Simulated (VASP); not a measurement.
Input of a VASP 6.6.1 run:

Contents of INCAR:

```
  ALGO = Normal
  EDIFF = 1E-6
  ENCUT = 520
  GGA = PE
  ISIF = 2
  ISMEAR = 0
  IVDW = 12
  LASPH = T
  LCHARG = F
  LREAL = F
  LWAVE = F
  NBANDS = 35
  NELM = 80
  PREC = Accurate
  SIGMA = 0.05
```

Contents of KPOINTS:

```
k-points
0
Gamma
  12 12 4
```

POSCAR

```
SnO2
1.0
    3.3181965056      0.0000000000      0.0000000000
   -1.6590982528      2.8736424686      0.0000000000
    0.0000000000      0.0000000000     10.2578726775
Sn O
2 4
Direct
    0.0000000000      0.0000000000      0.5000000000
    0.0000000000      0.0000000000      0.0000000000
    0.6666666667      0.3333333333      0.4017901367
    0.6666666667      0.3333333333      0.0982098633
    0.3333333333      0.6666666667      0.5982098633
    0.3333333333      0.6666666667      0.9017901367
```

Potentials or basis: VASP PAW PBE potentials, release 64 (Sn_d, O).

Command:

```console
$ cat potpaw_PBE.64/Sn_d/POTCAR potpaw_PBE.64/O/POTCAR > POTCAR
$ mpirun -np 1 vasp_std > vasp.out
```

Task: Estimate the dispersion energy per atom.

Result: -0.155 eV.

Task: Estimate the pressure.

Result: -8.2 GPa.

Task: What does it give for the largest force?

Result: 0.434 eV/Å.

Task: Estimate the band gap on the k mesh.

Result: 1.42 eV (least direct gap 1.72 eV).

Forces in eV/Å, atoms in the order of the input:
```
Sn   0.000  0.000  0.000
Sn   0.000  0.000  0.000
O    0.000  0.000  0.434
O    0.000  0.000 -0.434
O    0.000  0.000 -0.434
O    0.000  0.000  0.434
```

Caveat: the stress differs along the axes, from -11 to -3 GPa; spin-orbit coupling is left out, which moves the levels of the heavy elements. A k mesh can miss the band edges.
